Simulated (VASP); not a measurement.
# NbTc (Cmmm) in VASP: notebook

NbTc is run at these levels: LDA; tasks: single point.

Everything below comes from runs of VASP 6.6.1. Logs are shortened: lines on timing, memory, paths and dates and some standing lists are left out, and cuts for length are marked.

**1. The cell of the first run**

Symmetry: Cmmm, No. 65, orthorhombic system. The conventional cell has a = 3.094 Å, b = 4.446 Å, c = 4.311 Å, α = 90.00°, β = 90.00°, γ = 90.00°. Nb (site symmetry mmm) has 8 Tc at 2.65 to 3.10 Å and 6 Nb at 2.71 to 3.09 Å within 3.5 Å. Tc (site symmetry mmm) has 8 Nb at 2.65 to 3.10 Å and 6 Tc at 2.71 to 3.09 Å within 3.5 Å.

**2. Single point, LDA**

Input file INCAR:

```
ALGO = Normal
EDIFF = 1E-7
ENCUT = 520
ISIF = 2
ISMEAR = 0
LASPH = T
LCHARG = F
LREAL = F
LWAVE = F
NBANDS = 20
NELM = 100
PREC = Accurate
SIGMA = 0.1
```

Input file KPOINTS:

```
k-points
0
Gamma
  11 11 7
```

Input file POSCAR:

```
NbTc
1.0
    1.5469116346     -2.2230557489      0.0000000000
    1.5469116346      2.2230557489      0.0000000000
    0.0000000000      0.0000000000      4.3112261268
Nb Tc
1 1
Direct
    0.0000000000      0.0000000000      0.0000000000
    0.5000000000      0.5000000000      0.5000000000
```

Potentials or basis: VASP PAW LDA potentials, release 64 (Nb_sv, Tc_pv).

Launch:

```sh
$ cat potpaw_LDA.64/Nb_sv/POTCAR potpaw_LDA.64/Tc_pv/POTCAR > POTCAR
$ mpirun -np 1 vasp_std > vasp.out
```

OUTCAR:

```text
EDIFF = 1E-7
   ENCUT = 520
   ISIF = 2
   ISMEAR = 0
   LASPH = T
   LREAL = F
   NELM = 100
   PREC = Accurate

 ion  position               nearest neighbor table
   1  0.000  0.000  0.000-   2 2.65   2 2.65   2 2.65   2 2.65   2 3.10   2 3.10   2 3.10   2 3.10

   2  0.500  0.500  0.500-   1 2.65   1 2.65   1 2.65   1 2.65   1 3.10   1 3.10   1 3.10   1 3.10

  LATTYP: Found a base centered orthorhombic cell.
 ALAT       =     3.0938232692
 B/A-ratio  =     1.4370929142
 C/A-ratio  =     1.3934946348

  Lattice vectors:

 A1 = (   1.5469116346,  -2.2230557489,   0.0000000000)
 A2 = (   1.5469116346,   2.2230557489,   0.0000000000)
 A3 = (   0.0000000000,   0.0000000000,   4.3112261268)

Analysis of symmetry for initial positions (statically):
=====================================================================
 Subroutine PRICEL returns:
 Original cell was already a primitive cell.

 Routine SETGRP: Setting up the symmetry group for a
 base centered orthorhombic supercell.

 Subroutine GETGRP returns: Found  8 space group operations
 (whereof  8 operations were pure point group operations)
 out of a pool of  8 trial point group operations.

The static configuration has the point symmetry D_2h.

Analysis of symmetry for dynamics (positions and initial velocities):
=====================================================================
 Subroutine PRICEL returns:
 Original cell was already a primitive cell.

 Routine SETGRP: Setting up the symmetry group for a
 base centered orthorhombic supercell.

 Subroutine GETGRP returns: Found  8 space group operations
 (whereof  8 operations were pure point group operations)
 out of a pool of  8 trial point group operations.

The dynamic configuration has the point symmetry D_2h.

 Subroutine INISYM returns: Found  8 space group operations
 (whereof  8 operations are pure point group operations),
 and found     1 'primitive' translations

----------------------------------------------------------------------------------------

                                     Primitive cell

  volume of cell :      29.6515

  direct lattice vectors                    reciprocal lattice vectors
     1.546911635 -2.223055749  0.000000000     0.323224668 -0.224915637  0.000000000
     1.546911635  2.223055749  0.000000000     0.323224668  0.224915637  0.000000000
     0.000000000  0.000000000  4.311226127     0.000000000  0.000000000  0.231952575

  length of vectors
     2.708304353  2.708304353  4.311226127     0.393778148  0.393778148  0.231952575

  position of ions in fractional coordinates (direct lattice)
     0.000000000  0.000000000  0.000000000
     0.500000000  0.500000000  0.500000000

  ion indices of the primitive-cell ions
   primitive index   ion index
                 1           1
                 2           2

----------------------------------------------------------------------------------------

 KPOINTS: k-points

Automatic generation of k-mesh.
 Grid dimensions read from file:
 generate k-points for:   11   11    7

 Generating k-lattice:

  Cartesian coordinates                     Fractional coordinates (reciprocal lattice)
     0.029384061 -0.020446876  0.000000000     0.090909091  0.000000000  0.000000000
     0.029384061  0.020446876  0.000000000     0.000000000  0.090909091  0.000000000
     0.000000000  0.000000000  0.033136082     0.000000000  0.000000000  0.142857143

  Length of vectors
     0.035798013  0.035798013  0.033136082

  Shift w.r.t. Gamma in fractional coordinates (k-lattice)
     0.000000000  0.000000000  0.000000000

 Subroutine IBZKPT returns following result:
 ===========================================

 Found    144 irreducible k-points:

 Following reciprocal coordinates:
            Coordinates               Weight
  0.000000  0.000000  0.000000      1.000000
  0.090909 -0.000000  0.000000      4.000000
  0.181818  0.000000  0.000000      4.000000
  0.272727  0.000000  0.000000      4.000000
  0.363636  0.000000  0.000000      4.000000
  0.454545 -0.000000  0.000000      4.000000
[... 16 lines left out ...]
 -0.272727  0.181818  0.000000      4.000000
 -0.181818  0.181818  0.000000      2.000000
 [... further k-points ...]
   k-points           NKPTS =    144   k-points in BZ     NKDIM =    144   number of bands    NBANDS=     20
   number of dos      NEDOS =    301   number of ions     NIONS =      2
   total plane-waves  NPLWV =  12800
   dimension x,y,z NGX =    20 NGY =   20 NGZ =   32
   dimension x,y,z NGXF=    40 NGYF=   40 NGZF=   64
   ions per type =               1   1
   NGX,Y,Z   is equivalent  to a cutoff of  12.28, 12.28, 12.34 a.u.
   NGXF,Y,Z  is equivalent  to a cutoff of  24.55, 24.55, 24.68 a.u.
 SYSTEM =  unknown system
   PREC   = accura    normal or accurate (medium, high low for compatibility)
   ISTART =      0    job   : 0-new  1-cont  2-samecut
   ICHARG =      2    charge: 1-file 2-atom 10-const
   ISPIN  =      1    spin polarized calculation?
   LNONCOLLINEAR =      F non collinear calculations
   LSORBIT =      F    spin-orbit coupling
   LASPH  =      T    aspherical Exc in radial PAW
   ENCUT  =  520.0 eV  38.22 Ry    6.18 a.u.   5.04  5.04  8.02*2*pi/ulx,y,z
   NELM   =    100;   NELMIN=  2; NELMDL= -5     # of ELM steps
   EDIFF  = 0.1E-06   stopping-criterion for ELM
   LREAL  =      F    real-space projection
   EDIFFG = 0.1E-05   stopping-criterion for IOM
   NSW    =      0    number of steps for IOM
   IBRION =     -1    ionic relax: 0-MD 1-quasi-New 2-CG
   NFREE  =      0    steps in history (QN), initial steepest desc. (CG)
   ISIF   =      2    stress and relaxation
   ISYM   =      2    0-nonsym 1-usesym 2-fastsym
   POTIM  = 0.5000    time-step for ionic-motion
   TEBEG  =    0.0;   TEEND  =   0.0 temperature during run
   PSTRESS=    0.0 pullay stress
   NELECT =      26.0000    total number of electrons
   NUPDOWN=      -1.0000    fix difference up-down
   EMIN   =  10.00;   EMAX   =-10.00  energy-range for DOS
   EFERMI =   0.00;   METHOD = LEGACY
   ISMEAR =     0;   SIGMA  =   0.10  broadening in eV -4-tet -1-fermi 0-gaus
   EFERMI_NEDOS =   21; number of points for ismear=-14 and -15
   IALGO  =     38    algorithm
   IMIX   =      4    mixing-type and parameters
     AMIX     =   0.40;   BMIX     =  1.00
     AMIX_MAG =   1.60;   BMIX_MAG =  1.00
  volume/ion in A,a.u.               =      14.83       100.05
  Fermi-wavevector in a.u.,A,eV,Ry     =   1.566933  2.961074 33.406094  2.455279
  Thomas-Fermi vector in A             =   2.669188
   LORBIT       =      0    0 simple, 1 ext, 2 COOP (PROOUT), +10 PAW based schemes
   GGA     = CA    functional components
   LHFCALC =     F    Hartree Fock is set to
   AEXX    =    0.0000 exact exchange contribution
   IVDW    =     0    specifies the selected vdW correction
   LEPSILON=     F    determine dielectric tensor
   LRPA    =     F    only Hartree local field effects (RPA)
 non-spin polarized calculation
 Gauss-broadening in eV      SIGMA  =   0.10
  energy-cutoff  :      520.00
  volume of cell :       29.65
 maximum number of plane-waves:       821
   NGX = 11   NGY = 11   NGZ = 17

 number of electron      26.0000003 magnetization

 Free energy of the ion-electron system (eV)
  ---------------------------------------------------
  ext. energy  EPLUGINS =         0.00000000
  ---------------------------------------------------
  free energy    TOTEN  =       -23.21518519 eV

  energy without entropy =      -23.20696022  energy(sigma->0) =      -23.21107271

 E-fermi :  13.4626     XC(G=0): -13.7938

 val. band max:       13.4538203508   @ k =   0.1818   0.0000   0.4286
 cond. band min:      13.4644876340   @ k =   0.1818   0.0000   0.2857
 fundamental gap:      0.0106672832
 Fermi energy:        13.4625869666

 k-point     1 :       0.0000    0.0000    0.0000
  band No.  band energies     occupation
      1     -41.0286      2.00000
      2     -25.5691      2.00000
      3     -25.1532      2.00000
      4     -24.9451      2.00000
      5     -17.2583      2.00000
      6     -16.5236      2.00000
[... 12 lines left out ...]
     19      19.3398      0.00000
     20      25.3399      0.00000

 k-point     2 :       0.0909   -0.0000    0.0000
  band No.  band energies     occupation
      1     -41.0101      2.00000
      2     -25.5563      2.00000
      3     -25.1892      2.00000
      4     -24.9773      2.00000
      5     -17.2519      2.00000
      6     -16.6132      2.00000
[... 12 lines left out ...]
     19      20.0027      0.00000
     20      25.8199      0.00000

 k-point     3 :       0.1818    0.0000    0.0000
  band No.  band energies     occupation
      1     -40.9601      2.00000
      2     -25.5218      2.00000
      3     -25.3206      2.00000
      4     -25.0259      2.00000
      5     -17.2345      2.00000
      6     -16.9333      2.00000
[... 12 lines left out ...]
     19      21.6614      0.00000
     20      25.4679      0.00000

 k-point     4 :       0.2727    0.0000    0.0000
  band No.  band energies     occupation
      1     -40.8937      2.00000
      2     -25.5234      2.00000
      3     -25.4763      2.00000
      4     -25.0537      2.00000
      5     -17.3828      2.00000
      6     -17.2118      2.00000
[... 12 lines left out ...]
     19      23.6746      0.00000
     20      24.6026      0.00000

 k-point     5 :       0.3636    0.0000    0.0000
  band No.  band energies     occupation
      1     -40.8318      2.00000
      2     -25.7149      2.00000
      3     -25.4341      2.00000
      4     -25.0691      2.00000
      5     -17.7869      2.00000
      6     -17.1910      2.00000
[... 12 lines left out ...]
     19      23.8132      0.00000
     20      24.7216      0.00000
[... 353 lines left out ...]
      6     -17.1053      2.00000
[... 12 lines left out ...]
     19      23.0240      0.00000
     20      25.3820      0.00000

 k-point    22 :      -0.3636    0.1818    0.0000
  band No.  band energies     occupation
      1     -40.7982      2.00000
      2     -25.6460      2.00000
      3     -25.4378      2.00000
      4     -25.2398      2.00000
      5     -17.6222      2.00000
      6     -17.1109      2.00000
[... 12 lines left out ...]
     19      24.5642      0.00000
     20      24.7979      0.00000

 k-point    23 :      -0.2727    0.1818    0.0000
  band No.  band energies     occupation
      1     -40.8585      2.00000
      2     -25.4769      2.00000
      3     -25.4494      2.00000
      4     -25.2355      2.00000
      5     -17.2222      2.00000
      6     -17.1364      2.00000
[... 12 lines left out ...]
     19      22.3764      0.00000
     20      25.4036      0.00000

 k-point    24 :      -0.1818    0.1818    0.0000
  band No.  band energies     occupation
      1     -40.9164      2.00000
      2     -25.5099      2.00000
      3     -25.2631      2.00000
      4     -25.2258      2.00000
      5     -17.1733      2.00000
      6     -16.8157      2.00000
[... 12 lines left out ...]
     19      20.7399      0.00000
     20      25.9235      0.00000

 [... further k-points ...]
[... 5 lines left out ...]
  --------------------------------------------------------------------------------------
  -------------------------------------------------------------------------------------
  Total        1.8542217      1.8543432      1.8654128      0.0000000      0.0000000      0.0000000
  in kB      100.1902811    100.1968447    100.7949761      0.0000000      0.0000000      0.0000000
  external PRESSURE =     100.3940340 kB  Pullay stress =       0.0000000 kB

 VOLUME and BASIS-vectors are now :
 -----------------------------------------------------------------------------
  energy-cutoff  :      520.00
  volume of cell :       29.65
      direct lattice vectors                 reciprocal lattice vectors
     1.546911635 -2.223055749  0.000000000     0.323224668 -0.224915637  0.000000000
     1.546911635  2.223055749  0.000000000     0.323224668  0.224915637  0.000000000
     0.000000000  0.000000000  4.311226127     0.000000000  0.000000000  0.231952575

 POSITION                                       TOTAL-FORCE (eV/Angst)
 -----------------------------------------------------------------------------------
      0.00000      0.00000      0.00000        -0.000000      0.000000      0.000000
      1.54691      0.00000      2.15561         0.000000     -0.000000      0.000000
 -----------------------------------------------------------------------------------
    total drift:                                0.000000      0.000000      0.000000

  FREE ENERGIE OF THE ION-ELECTRON SYSTEM (eV)
  ---------------------------------------------------
  free  energy   TOTEN  =       -23.2151851885 eV

  energy  without entropy=      -23.2069602230  energy(sigma->0) =      -23.21107271
```

Run time: 51 s. Hardware: 1 thread of Oxide Virtual Turin-like, shared host; peak memory 0.15 GiB.

Results:

```yaml
Free_energy: -23.2152 eV
Pressure: 10.0 GPa
Band_gap_on_the_k_mesh: zero (bands 13 and 14 overlap by 2.86 eV)
```

Levels at points of the mesh, in eV from the Fermi level:
```tsv
k point	band 11	band 12	band 13	band 14	band 15	band 16
(0.00, 0.00, 0.00)	-1.73	-1.45	-0.83	0.80	0.99	2.40
```

Caveat: the cell stands under pressure.

**3. Single point, LDA**

This run uses another cell than the first one, of 15.08 Å³/atom.

Input file INCAR:

```
SYSTEM = NbTc
  PREC = Accurate
  ENCUT = 520
  EDIFF = 1E-7
  ISMEAR = 0
  SIGMA = 0.1
  LREAL = .FALSE.
  LASPH = .TRUE.
  NELM = 100
  ALGO = Normal
  ISIF = 2
  LWAVE = .FALSE.
  LCHARG = .FALSE.
  NBANDS = 20
```

Input file KPOINTS:

```
regular mesh
0
G
  11 11 7
  0 0 0
```

Input file POSCAR:

```
NbTc
1.0
    1.5558173208     -2.2390650215      0.0000000000
    1.5558173208      2.2390650215      0.0000000000
    0.0000000000      0.0000000000      4.3290614968
Nb Tc
1 1
Direct
    0.0000000000      0.0000000000      0.0000000000
    0.5000000000      0.5000000000      0.5000000000
```

Potentials or basis: VASP PAW LDA potentials, release 64 (Nb_sv, Tc_pv).

Launch:

```sh
$ cat potpaw_LDA.64/Nb_sv/POTCAR potpaw_LDA.64/Tc_pv/POTCAR > POTCAR
$ mpirun -np 1 vasp_std > vasp.out
```

It took 46 s on 1 thread of Oxide Virtual Turin-like, shared host; peak memory 0.16 GiB.

It converged, with:

```yaml
Free_energy: -23.2396 eV
Pressure: 5.0 GPa
Band_gap_on_the_k_mesh: zero (bands 13 and 14 overlap by 2.82 eV)
```

Levels at points of the mesh, in eV from the Fermi level:
```
           k point  band 10  band 11  band 12  band 13  band 14  band 15  band 16  band 17
(0.00, 0.00, 0.00)    -3.51    -1.72    -1.42    -0.78     0.77     0.98     2.34     2.92
```

Caveat: the cell stands under pressure.
